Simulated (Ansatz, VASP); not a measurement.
## Au: VASP beside Ansatz

```
Au
1.0
    -2.59847    2.59847    1.34350
     2.59847   -2.59847    1.34350
     2.59847    2.59847   -1.34350
Au
2
Direct
  0.62500 0.87500 0.75000
  0.37500 0.12500 0.25000
```

Change from the starting cell: volume scaled by 0.92, LAPW.

Alike in both runs: task single point; functional PBE; k mesh 17 × 17 × 17; occupations fermi-dirac, width 0.1 eV; no spin polarisation.

|  | VASP | Ansatz |
| --- | --- | --- |
| version | VASP 6.6.1 | Ansatz 0.2.0 |
| potentials or method | VASP PAW PBE potentials, release 64 (Au), cutoff 520 eV | all-electron LAPW, scalar-relativistic |

```csv
,VASP,Ansatz,Ansatz less VASP
pressure (GPa),11.9,12.2,+0.30
```

Ansatz ran all-electron here, and VASP with PAW potentials.

Spin-orbit coupling is off throughout.
